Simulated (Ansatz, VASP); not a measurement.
Two plane-wave programs on BN

```
CELL_PARAMETERS angstrom
2.50877 0.00000 0.00000
-1.25438 2.17266 0.00000
0.00000 0.00000 26.00000
ATOMIC_POSITIONS crystal
B 0.66667 0.33333 0.50000
N 0.33333 0.66667 0.50000
```

Alike in both runs: task single point; functional PBE; dispersion D3(BJ); k mesh 12 × 12 × 1; occupations gaussian, width 0.02 eV; no spin polarisation.

|  | VASP | Ansatz |
| --- | --- | --- |
| version | VASP 6.6.1 | Ansatz 0.2.0 |
| potentials or method | VASP PAW PBE potentials, release 64 (B, N), cutoff 520 eV | scalar-relativistic, plane waves, PAW |
| valence electrons in the cell | 8 | 8 |

VASP gave:

| Property | Result |
| --- | --- |
| gap on the k mesh at the Fermi level (eV) | 4.67 |
| least direct gap on the mesh (eV) | 4.67 |

Question: Estimate Ansatz's values.

Answer: gap on the k mesh at the Fermi level (eV): 4.68; least direct gap on the mesh (eV): 4.68.

Ansatz's warnings: xc potential rough in thin density.
